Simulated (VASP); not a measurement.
# Ti in VASP: a series of runs, part 3 of 3

VASP 6.6.1.

## 6. Single point, PBEsol

This run uses another cell than the first one, of 15.29 Å³/atom, 0.865 times its volume.

File INCAR:

```
PREC = Accurate ; ENCUT = 520
EDIFF = 1E-6 ; ISMEAR = -1
SIGMA = 0.05 ; LREAL = F
LASPH = T ; NELM = 80
ALGO = Normal ; ISIF = 2
LWAVE = F ; LCHARG = F
GGA = PS ; NBANDS = 12
```

File KPOINTS:

```
Automatic mesh
0
Gamma
  11 11 11
```

File POSCAR:

```
Ti
1.0
   -1.5635869220      1.5635869220      1.5635869220
    1.5635869220     -1.5635869220      1.5635869220
    1.5635869220      1.5635869220     -1.5635869220
Ti
1
Direct
    0.0000000000      0.0000000000      0.0000000000
```

Potentials or basis: VASP PAW PBE potentials, release 64 (Ti_sv).

Run with:

```
> cat potpaw_PBE.64/Ti_sv/POTCAR > POTCAR
> mpirun -np 1 vasp_std > vasp.out
```

OUTCAR:

```text
PREC = Accurate
   ENCUT = 520
   EDIFF = 1E-6
   ISMEAR = -1
   LREAL = F
   LASPH = T
   NELM = 80
   ISIF = 2
   GGA = PS

 ion  position               nearest neighbor table
   1  0.000  0.000  0.000-

  LATTYP: Found a body centered cubic cell.
 ALAT       =     3.1271738440

  Lattice vectors:

 A1 = (  -1.5635869220,   1.5635869220,   1.5635869220)
 A2 = (   1.5635869220,  -1.5635869220,   1.5635869220)
 A3 = (   1.5635869220,   1.5635869220,  -1.5635869220)

Analysis of symmetry for initial positions (statically):
=====================================================================
 Subroutine PRICEL returns:
 Original cell was already a primitive cell.

 Routine SETGRP: Setting up the symmetry group for a
 body centered cubic supercell.

 Subroutine GETGRP returns: Found 48 space group operations
[... 9 lines left out ...]

 Routine SETGRP: Setting up the symmetry group for a
 body centered cubic supercell.

 Subroutine GETGRP returns: Found 48 space group operations
[... 11 lines left out ...]
                                     Primitive cell

  volume of cell :      15.2907

  direct lattice vectors                    reciprocal lattice vectors
    -1.563586922  1.563586922  1.563586922     0.000000000  0.319777553  0.319777553
     1.563586922 -1.563586922  1.563586922     0.319777553  0.000000000  0.319777553
     1.563586922  1.563586922 -1.563586922     0.319777553  0.319777553  0.000000000

  length of vectors
     2.708211991  2.708211991  2.708211991     0.452233753  0.452233753  0.452233753

  position of ions in fractional coordinates (direct lattice)
     0.000000000  0.000000000  0.000000000

  ion indices of the primitive-cell ions
   primitive index   ion index
                 1           1

----------------------------------------------------------------------------------------

 KPOINTS: Automatic mesh

Automatic generation of k-mesh.
 Grid dimensions read from file:
 generate k-points for:   11   11   11

 Generating k-lattice:

  Cartesian coordinates                     Fractional coordinates (reciprocal lattice)
     0.000000000  0.029070687  0.029070687     0.090909091  0.000000000  0.000000000
     0.029070687  0.000000000  0.029070687     0.000000000  0.090909091  0.000000000
     0.029070687  0.029070687  0.000000000     0.000000000  0.000000000  0.090909091

  Length of vectors
     0.041112159  0.041112159  0.041112159

  Shift w.r.t. Gamma in fractional coordinates (k-lattice)
     0.000000000  0.000000000  0.000000000

 Subroutine IBZKPT returns following result:
 ===========================================

 Found     56 irreducible k-points:

 Following reciprocal coordinates:
            Coordinates               Weight
  0.000000  0.000000  0.000000      1.000000
  0.090909  0.000000  0.000000     12.000000
  0.181818  0.000000  0.000000     12.000000
  0.272727  0.000000  0.000000     12.000000
  0.363636  0.000000  0.000000     12.000000
  0.454545  0.000000  0.000000     12.000000
[... 16 lines left out ...]
  0.272727  0.181818  0.090909     48.000000
  0.363636  0.181818  0.090909     24.000000
 [... further k-points ...]
   k-points           NKPTS =     56   k-points in BZ     NKDIM =     56   number of bands    NBANDS=     12
   number of dos      NEDOS =    301   number of ions     NIONS =      1
   total plane-waves  NPLWV =   8000
   dimension x,y,z NGX =    20 NGY =   20 NGZ =   20
   dimension x,y,z NGXF=    40 NGYF=   40 NGZF=   40
   ions per type =               1
   NGX,Y,Z   is equivalent  to a cutoff of  12.28, 12.28, 12.28 a.u.
   NGXF,Y,Z  is equivalent  to a cutoff of  24.55, 24.55, 24.55 a.u.
 SYSTEM =  unknown system
   PREC   = accura    normal or accurate (medium, high low for compatibility)
   ISTART =      0    job   : 0-new  1-cont  2-samecut
   ICHARG =      2    charge: 1-file 2-atom 10-const
   ISPIN  =      1    spin polarized calculation?
   LNONCOLLINEAR =      F non collinear calculations
   LSORBIT =      F    spin-orbit coupling
   LASPH  =      T    aspherical Exc in radial PAW
   ENCUT  =  520.0 eV  38.22 Ry    6.18 a.u.   5.04  5.04  5.04*2*pi/ulx,y,z
   NELM   =     80;   NELMIN=  2; NELMDL= -5     # of ELM steps
   EDIFF  = 0.1E-05   stopping-criterion for ELM
   LREAL  =      F    real-space projection
   EDIFFG = 0.1E-04   stopping-criterion for IOM
   NSW    =      0    number of steps for IOM
   IBRION =     -1    ionic relax: 0-MD 1-quasi-New 2-CG
   NFREE  =      0    steps in history (QN), initial steepest desc. (CG)
   ISIF   =      2    stress and relaxation
   ISYM   =      2    0-nonsym 1-usesym 2-fastsym
   POTIM  = 0.5000    time-step for ionic-motion
   TEBEG  =    0.0;   TEEND  =   0.0 temperature during run
   PSTRESS=    0.0 pullay stress
   NELECT =      12.0000    total number of electrons
   NUPDOWN=      -1.0000    fix difference up-down
   EMIN   =  10.00;   EMAX   =-10.00  energy-range for DOS
   EFERMI =   0.00;   METHOD = LEGACY
   ISMEAR =    -1;   SIGMA  =   0.05  broadening in eV -4-tet -1-fermi 0-gaus
   EFERMI_NEDOS =   21; number of points for ismear=-14 and -15
   IALGO  =     38    algorithm
   IMIX   =      4    mixing-type and parameters
     AMIX     =   0.40;   BMIX     =  1.00
     AMIX_MAG =   1.60;   BMIX_MAG =  1.00
  volume/ion in A,a.u.               =      15.29       103.19
  Fermi-wavevector in a.u.,A,eV,Ry     =   1.510057  2.853593 31.024969  2.280271
  Thomas-Fermi vector in A             =   2.620297
   LORBIT       =      0    0 simple, 1 ext, 2 COOP (PROOUT), +10 PAW based schemes
   GGA     = PS    functional components
   LHFCALC =     F    Hartree Fock is set to
   AEXX    =    0.0000 exact exchange contribution
   IVDW    =     0    specifies the selected vdW correction
   LEPSILON=     F    determine dielectric tensor
   LRPA    =     F    only Hartree local field effects (RPA)
 non-spin polarized calculation
  energy-cutoff  :      520.00
  volume of cell :       15.29
 maximum number of plane-waves:       421
   NGX =  9   NGY =  9   NGZ =  9

 number of electron      11.9999992 magnetization

 Free energy of the ion-electron system (eV)
  ---------------------------------------------------
  ext. energy  EPLUGINS =         0.00000000
  ---------------------------------------------------
  free energy    TOTEN  =        -8.21007273 eV

  energy without entropy =       -8.19445847  energy(sigma->0) =       -8.20226560

 E-fermi :   9.3183     XC(G=0): -12.2527

 val. band max:        9.2965760822   @ k =  -0.3636   0.3636   0.0909
 cond. band min:       9.3646697748   @ k =   0.2727   0.0909   0.0909
 fundamental gap:      0.0680936927
 Fermi energy:         9.3182992355

 k-point     1 :       0.0000    0.0000    0.0000
  band No.  band energies     occupation
      1     -46.7161      2.00000
      2     -22.4804      2.00000
      3     -22.4804      2.00000
      4     -22.4804      2.00000
      5       3.1420      2.00000
      6      10.4356      0.00000
      7      10.4356      0.00000
      8      10.4356      0.00000
      9      12.5061      0.00000
     10      12.5061      0.00000
     11      27.6785      0.00000
     12      27.6785      0.00000

 k-point     2 :       0.0909    0.0000    0.0000
  band No.  band energies     occupation
      1     -46.6988      2.00000
      2     -22.5659      2.00000
      3     -22.5059      2.00000
      4     -22.4812      2.00000
      5       3.4598      2.00000
      6      10.2821      0.00000
      7      10.3855      0.00000
      8      10.6792      0.00000
      9      12.3332      0.00000
     10      12.5153      0.00000
     11      27.3966      0.00000
     12      27.6758      0.00000

 k-point     3 :       0.1818    0.0000    0.0000
  band No.  band energies     occupation
      1     -46.6519      2.00000
      2     -22.7911      2.00000
      3     -22.5736      2.00000
      4     -22.4833      2.00000
      5       4.3360      2.00000
      6       9.8939      0.00002
      7      10.1256      0.00000
      8      11.3720      0.00000
      9      12.1247      0.00000
     10      12.5591      0.00000
     11      26.2253      0.00000
     12      27.1561      0.00000
[... 286 lines left out ...]
 k-point    23 :       0.2727    0.1818    0.0909
  band No.  band energies     occupation
      1     -46.4938      2.00000
      2     -23.3154      2.00000
      3     -22.8676      2.00000
      4     -22.6389      2.00000
      5       7.6819      2.00000
      6       8.6501      2.00000
      7       9.1956      1.84175
      8      12.6731      0.00000
      9      12.9517      0.00000
     10      15.9001      0.00000
     11      20.6494      0.00000
     12      22.1819      0.00000

 k-point    24 :       0.3636    0.1818    0.0909
  band No.  band energies     occupation
      1     -46.4811      2.00000
      2     -23.3190      2.00000
      3     -22.9343      2.00000
      4     -22.6460      2.00000
      5       7.6992      2.00000
      6       8.6065      2.00000
      7       9.5614      0.01535
      8      12.7512      0.00000
      9      12.9855      0.00000
     10      16.7191      0.00000
     11      19.3534      0.00000
     12      21.8433      0.00000

 [... further k-points ...]
[... 5 lines left out ...]
  --------------------------------------------------------------------------------------
  -------------------------------------------------------------------------------------
  Total        0.9181030      0.9181030      0.9181030     -0.0000000      0.0000000     -0.0000000
  in kB       96.2001873     96.2001873     96.2001873     -0.0000000      0.0000000     -0.0000000
  external PRESSURE =      96.2001873 kB  Pullay stress =       0.0000000 kB

 VOLUME and BASIS-vectors are now :
 -----------------------------------------------------------------------------
  energy-cutoff  :      520.00
  volume of cell :       15.29
      direct lattice vectors                 reciprocal lattice vectors
    -1.563586922  1.563586922  1.563586922     0.000000000  0.319777553  0.319777553
     1.563586922 -1.563586922  1.563586922     0.319777553  0.000000000  0.319777553
     1.563586922  1.563586922 -1.563586922     0.319777553  0.319777553  0.000000000

 POSITION                                       TOTAL-FORCE (eV/Angst)
 -----------------------------------------------------------------------------------
      0.00000      0.00000      0.00000        -0.000000      0.000000     -0.000000
 -----------------------------------------------------------------------------------
    total drift:                                0.000000     -0.000000      0.000000

  FREE ENERGIE OF THE ION-ELECTRON SYSTEM (eV)
  ---------------------------------------------------
  free  energy   TOTEN  =        -8.2100727334 eV

  energy  without entropy=       -8.1944584704  energy(sigma->0) =       -8.20226560
```

OSZICAR:

```text
N       E                     dE             d eps       ncg     rms          rms(c)
DAV:   1     0.846768650257E+02    0.84677E+02   -0.65853E+03  1344   0.123E+03
DAV:   2    -0.494721323239E+01   -0.89624E+02   -0.87005E+02  1384   0.295E+02
DAV:   3    -0.905732261521E+01   -0.41101E+01   -0.40703E+01  1864   0.640E+01
DAV:   4    -0.912474959709E+01   -0.67427E-01   -0.67388E-01  1504   0.754E+00
DAV:   5    -0.912624390979E+01   -0.14943E-02   -0.14943E-02  1540   0.995E-01    0.989E+00
DAV:   6    -0.820141686209E+01    0.92483E+00   -0.19731E+00  1472   0.210E+01    0.274E+00
DAV:   7    -0.819538123340E+01    0.60356E-02   -0.95814E-02  1620   0.367E+00    0.143E+00
DAV:   8    -0.820966643086E+01   -0.14285E-01   -0.45436E-02  1428   0.239E+00    0.112E-01
DAV:   9    -0.820999206502E+01   -0.32563E-03   -0.35469E-03  1632   0.562E-01    0.967E-02
DAV:  10    -0.821009691066E+01   -0.10485E-03   -0.33009E-04  1440   0.197E-01    0.196E-02
DAV:  11    -0.821007328330E+01    0.23627E-04   -0.26022E-05  1600   0.728E-02    0.716E-03
DAV:  12    -0.821007273339E+01    0.54991E-06   -0.70946E-07  1124   0.104E-02
   1 F= -.82100727E+01 E0= -.82022656E+01  d E =-.156143E-01
```

It took 12 s on 1 thread of Intel Xeon 8259CL, shared host; peak memory 0.13 GiB.

Results:

```
Free energy            : -8.2101 eV
Pressure               : 9.6 GPa
Band gap on the k mesh : zero (band 6 reaches 10.46 eV, above the bottom of band 7 at 8.62 eV)
```

Levels at points of the mesh, in eV from the Fermi level:
```csv
k point,band 2,band 3,band 4,band 5,band 6,band 7,band 8,band 9,band 10,band 11
"(0.00, 0.00, 0.00)",-31.80,-31.80,-31.80,-6.18,1.12,1.12,1.12,3.19,3.19,18.36
```

Caveat: the PAW data sets were made with another functional, which shifts forces and pressure a little.

## 7. The runs side by side

| task | level | cell | cutoff (eV) | gap on the mesh (eV) | pressure (GPa) |
| --- | --- | --- | --- | --- | --- |
| relaxation of cell and atoms | revPBE | relaxed from a = 2.842 Å, angles 109.5°, 1 atom | 500 | none | 0.0 |
| single point | PBEsol | a = 2.843 Å, angles 110.3, 110.3, 107.9°, 1 atom | 500 | none | -6.9 |
| single point | PBEsol | a = 2.845 Å, angles 111.1, 111.1, 106.3°, 1 atom | 500 | none | -6.8 |
| single point | PBEsol | a = 2.604 Å, angles 109.5°, 1 atom | 520 | none | 29.4 |
| single point | PBEsol | a = 2.708 Å, angles 109.5°, 1 atom | 520 | none | 9.6 |

Alike in all rows: potentials or basis VASP PAW PBE potentials, release 64 (Ti_sv); no spin polarisation; k mesh 11 × 11 × 11; smearing fermi-dirac 0.05 eV.

Caveats: the PAW data sets were made with another functional, which shifts forces and pressure a little.

Absolute energies hang on the potentials; compare differences alone.
